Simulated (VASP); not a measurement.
# ZnS (P6_3mc) in VASP: single point with r2SCAN

Aim: the single point of ZnS with r2SCAN.

Program: VASP 6.6.1. These are calculated values, not measurements. Logs are shortened: lines on timing, memory, paths and dates and some standing lists are left out, and cuts for length are marked.

## Step 1: The cell of the first run

The structure is hexagonal, space group P6_3mc (No. 186). Conventional cell: a = 3.809 Å, b = 3.809 Å, c = 12.467 Å, α = 90.00°, β = 90.00°, γ = 120.00°. Zn (site symmetry 3m) has 4 S at 2.33 to 2.34 Å within 3.1 Å. Zn (site symmetry 3m) has 4 S at 2.33 Å within 3.1 Å. S (site symmetry 3m) has 4 Zn at 2.33 to 2.34 Å within 3.1 Å. S (site symmetry 3m) has 4 Zn at 2.33 Å within 3.1 Å.

## Step 2: Single point, r2SCAN

The input, POSCAR:

```
ZnS
1.0
    3.8086456873      0.0000000000      0.0000000000
   -1.9043228436      3.2983839192      0.0000000000
    0.0000000000      0.0000000000     12.4671620806
Zn S
4 4
Direct
    0.6666666667      0.3333333333      0.7500546369
    0.3333333333      0.6666666667      0.2500546369
    0.0000000000      0.0000000000      0.5000995033
    0.0000000000      0.0000000000      0.0000995033
    0.6666666667      0.3333333333      0.9375914885
    0.3333333333      0.6666666667      0.4375914885
    0.0000000000      0.0000000000      0.6872533713
    0.0000000000      0.0000000000      0.1872533713
```

The input, INCAR.step1:

```
SYSTEM = ZnS
ALGO = Normal
EDIFF = 1E-4
ENCUT = 520
GGA = PE
ISMEAR = 0
LASPH = .True.
LCHARG = .False.
LREAL = .False.
LWAVE = .True.
NBANDS = 46
NELM = 100
PREC = Accurate
SIGMA = 0.02
```

The input, INCAR.step2:

```
SYSTEM = ZnS
ALGO = Normal
EDIFF = 1E-7
ENCUT = 520
ISIF = 2
ISMEAR = 0
ISTART = 1
LASPH = .True.
LCHARG = .False.
LMIXTAU = .True.
LREAL = .False.
LWAVE = .False.
METAGGA = R2SCAN
NBANDS = 46
NELM = 100
PREC = Accurate
SIGMA = 0.02
```

The input, KPOINTS:

```
k-points
0
Gamma
  6 6 2
  0 0 0
```

Potentials or basis: VASP PAW PBE potentials, release 64 (Zn, S).

Command:

```
cat potpaw_PBE.64/Zn/POTCAR potpaw_PBE.64/S/POTCAR > POTCAR
cp INCAR.step1 INCAR
mpirun -np 1 vasp_std > vasp.out
cp INCAR.step2 INCAR
mpirun -np 1 vasp_std > vasp.out
```

OUTCAR:

```text
SYSTEM = ZnS
   EDIFF = 1E-7
   ENCUT = 520
   ISIF = 2
   ISMEAR = 0
   ISTART = 1
   LASPH = .True.
   LREAL = .False.
   METAGGA = R2SCAN
   NELM = 100
   PREC = Accurate

 ion  position               nearest neighbor table
   1  0.667  0.333  0.750-   7 2.33   7 2.33   7 2.33   5 2.34
   2  0.333  0.667  0.250-   8 2.33   8 2.33   8 2.33   6 2.34
   3  0.000  0.000  0.500-   6 2.33   6 2.33   6 2.33   7 2.33
   4  0.000  0.000  0.000-   5 2.33   5 2.33   5 2.33   8 2.33
   5  0.667  0.333  0.938-   4 2.33   4 2.33   4 2.33   1 2.34
   6  0.333  0.667  0.438-   3 2.33   3 2.33   3 2.33   2 2.34
   7  0.000  0.000  0.687-   3 2.33   1 2.33   1 2.33   1 2.33
   8  0.000  0.000  0.187-   4 2.33   2 2.33   2 2.33   2 2.33

  LATTYP: Found a hexagonal cell.
 ALAT       =     3.8086456873
 C/A-ratio  =     3.2733845845

  Lattice vectors:

 A1 = (   3.8086456873,   0.0000000000,   0.0000000000)
 A2 = (  -1.9043228436,   3.2983839192,   0.0000000000)
 A3 = (   0.0000000000,   0.0000000000,  12.4671620806)

Analysis of symmetry for initial positions (statically):
=====================================================================
 Subroutine PRICEL returns:
 Original cell was already a primitive cell.

 Routine SETGRP: Setting up the symmetry group for a
 hexagonal supercell.

 Subroutine GETGRP returns: Found 12 space group operations
 (whereof  6 operations were pure point group operations)
 out of a pool of 24 trial point group operations.

The static configuration has the point symmetry C_3v.
 The point group associated with its full space group is C_6v.

Analysis of symmetry for dynamics (positions and initial velocities):
=====================================================================
 Subroutine PRICEL returns:
 Original cell was already a primitive cell.

 Routine SETGRP: Setting up the symmetry group for a
 hexagonal supercell.

 Subroutine GETGRP returns: Found 12 space group operations
 (whereof  6 operations were pure point group operations)
 out of a pool of 24 trial point group operations.

The dynamic configuration has the point symmetry C_3v.
 The point group associated with its full space group is C_6v.

 Subroutine INISYM returns: Found 12 space group operations
 (whereof  6 operations are pure point group operations),
 and found     1 'primitive' translations

----------------------------------------------------------------------------------------

                                     Primitive cell

  volume of cell :     156.6172

  direct lattice vectors                    reciprocal lattice vectors
     3.808645687  0.000000000  0.000000000     0.262560522  0.151589388  0.000000000
    -1.904322844  3.298383919  0.000000000     0.000000000  0.303178776  0.000000000
     0.000000000  0.000000000 12.467162081     0.000000000  0.000000000  0.080210716

  length of vectors
     3.808645687  3.808645687 12.467162081     0.303178776  0.303178776  0.080210716

  position of ions in fractional coordinates (direct lattice)
     0.666666667  0.333333333  0.750054637
     0.333333333  0.666666667  0.250054637
     0.000000000  0.000000000  0.500099503
     0.000000000  0.000000000  0.000099503
     0.666666667  0.333333333  0.937591488
     0.333333333  0.666666667  0.437591488
     0.000000000  0.000000000  0.687253371
     0.000000000  0.000000000  0.187253371

  ion indices of the primitive-cell ions
   primitive index   ion index
                 1           1
                 2           2
                 3           3
                 4           4
                 5           5
                 6           6
                 7           7
                 8           8

----------------------------------------------------------------------------------------

 KPOINTS: k-points

Automatic generation of k-mesh.
 Grid dimensions read from file:
 generate k-points for:    6    6    2

 Generating k-lattice:

  Cartesian coordinates                     Fractional coordinates (reciprocal lattice)
     0.043760087  0.025264898  0.000000000     0.166666667 -0.000000000  0.000000000
     0.000000000  0.050529796  0.000000000     0.000000000  0.166666667  0.000000000
     0.000000000  0.000000000  0.040105358     0.000000000  0.000000000  0.500000000

  Length of vectors
     0.050529796  0.050529796  0.040105358

  Shift w.r.t. Gamma in fractional coordinates (k-lattice)
     0.000000000  0.000000000  0.000000000

 Subroutine IBZKPT returns following result:
 ===========================================

 Found     14 irreducible k-points:

 Following reciprocal coordinates:
            Coordinates               Weight
  0.000000  0.000000  0.000000      1.000000
  0.166667  0.000000  0.000000      6.000000
  0.333333  0.000000  0.000000      6.000000
  0.500000 -0.000000  0.000000      3.000000
  0.166667  0.166667  0.000000      6.000000
  0.333333  0.166667  0.000000     12.000000
  0.333333  0.333333  0.000000      2.000000
  0.000000  0.000000  0.500000      1.000000
  0.166667  0.000000  0.500000      6.000000
  0.333333  0.000000  0.500000      6.000000
  0.500000 -0.000000  0.500000      3.000000
  0.166667  0.166667  0.500000      6.000000
  0.333333  0.166667  0.500000     12.000000
  0.333333  0.333333  0.500000      2.000000
   k-points           NKPTS =     14   k-points in BZ     NKDIM =     14   number of bands    NBANDS=     46
   number of dos      NEDOS =    301   number of ions     NIONS =      8
   total plane-waves  NPLWV =  75264
   dimension x,y,z NGX =    28 NGY =   28 NGZ =   96
   dimension x,y,z NGXF=    56 NGYF=   56 NGZF=  192
   ions per type =               4   4
   NGX,Y,Z   is equivalent  to a cutoff of  12.22, 12.22, 12.80 a.u.
   NGXF,Y,Z  is equivalent  to a cutoff of  24.44, 24.44, 25.60 a.u.
 SYSTEM =  ZnS
   PREC   = accura    normal or accurate (medium, high low for compatibility)
   ISTART =      1    job   : 0-new  1-cont  2-samecut
   ICHARG =      0    charge: 1-file 2-atom 10-const
   ISPIN  =      1    spin polarized calculation?
   LNONCOLLINEAR =      F non collinear calculations
   LSORBIT =      F    spin-orbit coupling
   LASPH  =      T    aspherical Exc in radial PAW
   ENCUT  =  520.0 eV  38.22 Ry    6.18 a.u.   7.08  7.08 23.18*2*pi/ulx,y,z
   NELM   =    100;   NELMIN=  2; NELMDL=  0     # of ELM steps
   EDIFF  = 0.1E-06   stopping-criterion for ELM
   LREAL  =      F    real-space projection
   EDIFFG = 0.1E-05   stopping-criterion for IOM
   NSW    =      0    number of steps for IOM
   IBRION =     -1    ionic relax: 0-MD 1-quasi-New 2-CG
   NFREE  =      0    steps in history (QN), initial steepest desc. (CG)
   ISIF   =      2    stress and relaxation
   ISYM   =      2    0-nonsym 1-usesym 2-fastsym
   POTIM  = 0.5000    time-step for ionic-motion
   TEBEG  =    0.0;   TEEND  =   0.0 temperature during run
   PSTRESS=    0.0 pullay stress
   NELECT =      72.0000    total number of electrons
   NUPDOWN=      -1.0000    fix difference up-down
   EMIN   =  10.00;   EMAX   =-10.00  energy-range for DOS
   EFERMI =   0.00;   METHOD = LEGACY
   ISMEAR =     0;   SIGMA  =   0.02  broadening in eV -4-tet -1-fermi 0-gaus
   EFERMI_NEDOS =   21; number of points for ismear=-14 and -15
   IALGO  =     38    algorithm
   IMIX   =      4    mixing-type and parameters
     AMIX     =   0.40;   BMIX     =  1.00
     AMIX_MAG =   1.60;   BMIX_MAG =  1.00
  volume/ion in A,a.u.               =      19.58       132.11
  Fermi-wavevector in a.u.,A,eV,Ry     =   1.263492  2.387654 21.720508  1.596412
  Thomas-Fermi vector in A             =   2.396846
   LORBIT       =      0    0 simple, 1 ext, 2 COOP (PROOUT), +10 PAW based schemes
   METAGGA = R2SCAN    functional components
   LHFCALC =     F    Hartree Fock is set to
   AEXX    =    0.0000 exact exchange contribution
   IVDW    =     0    specifies the selected vdW correction
   LEPSILON=     F    determine dielectric tensor
   LRPA    =     F    only Hartree local field effects (RPA)
 non-spin polarized calculation
 Gauss-broadening in eV      SIGMA  =   0.02
  energy-cutoff  :      520.00
  volume of cell :      156.62
 maximum number of plane-waves:      4251
   NGX = 15   NGY = 15   NGZ = 47

 number of electron      71.9999975 magnetization

 Free energy of the ion-electron system (eV)
  ---------------------------------------------------
  ext. energy  EPLUGINS =         0.00000000
  ---------------------------------------------------
  free energy    TOTEN  =       -75.45138751 eV

  energy without entropy =      -75.45138751  energy(sigma->0) =      -75.45138751

 E-fermi :   2.0271     XC(G=0): -10.3189

 val. band max:        1.9133693335   @ k =   0.0000   0.0000   0.0000
 cond. band min:       4.6643159967   @ k =   0.0000   0.0000   0.0000
 fundamental gap:      2.7509466632
 Fermi energy:         2.0270904002

 k-point     1 :       0.0000    0.0000    0.0000
  band No.  band energies     occupation
      1     -11.8301      2.00000
      2     -11.3971      2.00000
      3     -11.3860      2.00000
      4     -10.8691      2.00000
      5      -4.6203      2.00000
      6      -4.6136      2.00000
[... 38 lines left out ...]
     45       9.0447      0.00000
     46       9.2870      0.00000

 k-point     2 :       0.1667    0.0000    0.0000
  band No.  band energies     occupation
      1     -11.6417      2.00000
      2     -11.2430      2.00000
      3     -11.2317      2.00000
      4     -10.7676      2.00000
      5      -4.6279      2.00000
      6      -4.6067      2.00000
[... 38 lines left out ...]
     45       9.1986      0.00000
     46       9.2753      0.00000

 k-point     3 :       0.3333    0.0000    0.0000
  band No.  band energies     occupation
      1     -11.1898      2.00000
      2     -10.9036      2.00000
      3     -10.8927      2.00000
      4     -10.5860      2.00000
      5      -4.6377      2.00000
      6      -4.5822      2.00000
[... 38 lines left out ...]
     45       9.4167      0.00000
     46      10.0098      0.00000

 k-point     4 :       0.5000   -0.0000    0.0000
  band No.  band energies     occupation
      1     -10.8752      2.00000
      2     -10.7154      2.00000
      3     -10.7086      2.00000
      4     -10.5459      2.00000
      5      -4.6362      2.00000
      6      -4.5385      2.00000
[... 430 lines left out ...]
     45       9.4825      0.00000
     46       9.4825      0.00000

 k-point    13 :       0.3333    0.1667    0.5000
  band No.  band energies     occupation
      1     -10.8400      2.00000
      2     -10.8400      2.00000
      3     -10.5905      2.00000
      4     -10.5905      2.00000
      5      -4.5473      2.00000
      6      -4.5473      2.00000
[... 38 lines left out ...]
     45       9.7629      0.00000
     46       9.7629      0.00000

 k-point    14 :       0.3333    0.3333    0.5000
  band No.  band energies     occupation
      1     -10.6320      2.00000
      2     -10.6320      2.00000
      3     -10.6170      2.00000
      4     -10.6170      2.00000
      5      -4.5318      2.00000
      6      -4.5318      2.00000
[... 38 lines left out ...]
     45       9.9894      0.00000
     46       9.9894      0.00000

------------------------ aborting loop because EDIFF is reached ----------------------------------------

  FORCE on cell =-STRESS in cart. coord.  units (eV):
  Direction    XX          YY          ZZ          XY          YZ          ZX
  --------------------------------------------------------------------------------------
  -------------------------------------------------------------------------------------
  Total        0.0119664      0.0119664      0.0144810      0.0000000      0.0000000      0.0000000
  in kB        0.1224154      0.1224154      0.1481388      0.0000000      0.0000000      0.0000000
  external PRESSURE =       0.1309899 kB  Pullay stress =       0.0000000 kB

 VOLUME and BASIS-vectors are now :
 -----------------------------------------------------------------------------
  energy-cutoff  :      520.00
  volume of cell :      156.62
      direct lattice vectors                 reciprocal lattice vectors
     3.808645687  0.000000000  0.000000000     0.262560522  0.151589388  0.000000000
    -1.904322844  3.298383919  0.000000000     0.000000000  0.303178776  0.000000000
     0.000000000  0.000000000 12.467162081     0.000000000  0.000000000  0.080210716

 POSITION                                       TOTAL-FORCE (eV/Angst)
 -----------------------------------------------------------------------------------
      1.90432      1.09946      9.35105         0.000000      0.000000     -0.005460
     -0.00000      2.19892      3.11747        -0.000000     -0.000000     -0.005460
      0.00000      0.00000      6.23482         0.000000     -0.000000     -0.003801
      0.00000      0.00000      0.00124         0.000000      0.000000     -0.003801
      1.90432      1.09946     11.68911         0.000000      0.000000      0.005123
     -0.00000      2.19892      5.45552         0.000000      0.000000      0.005123
      0.00000      0.00000      8.56810         0.000000      0.000000      0.004138
      0.00000      0.00000      2.33452         0.000000      0.000000      0.004138
 -----------------------------------------------------------------------------------
    total drift:                               -0.000001     -0.000002     -0.063365

  FREE ENERGIE OF THE ION-ELECTRON SYSTEM (eV)
  ---------------------------------------------------
  free  energy   TOTEN  =       -75.4513875139 eV

  energy  without entropy=      -75.4513875139  energy(sigma->0) =      -75.45138751
```

Run time: 7.2 min. Hardware: 1 thread of Intel Xeon Platinum 8375C at 2.90GHz (Ice Lake), shared host; peak memory 0.32 GiB.

Results:

| Item | Value |
| --- | --- |
| Free energy | -75.4514 eV |
| Pressure | 0.0 GPa |
| Largest force | 0.005 eV/Å |
| Band gap on the k mesh | 2.75 eV |

Forces in eV/Å, atoms in the order of the input:
```
Zn   0.000  0.000 -0.005
Zn   0.000  0.000 -0.005
Zn   0.000  0.000 -0.004
Zn   0.000  0.000 -0.004
S    0.000  0.000  0.005
S    0.000  0.000  0.005
S    0.000  0.000  0.004
S    0.000  0.000  0.004
```

Levels at points of the mesh, in eV from the valence-band top:
```
           k point  band 34  band 35  band 36  band 37  band 38  band 39
(0.00, 0.00, 0.00)    -0.04     0.00     0.00     2.75     3.72     3.95
(0.50, 0.00, 0.00)    -1.64    -1.15    -0.91     3.74     3.76     4.17
(0.00, 0.00, 0.50)    -0.15    -0.15    -0.15     3.57     3.57     3.86
(0.50, 0.00, 0.50)    -1.55    -1.14    -1.14     4.09     4.09     4.50
```

Caveat: the PAW data sets were made with another functional, which shifts forces and pressure a little.
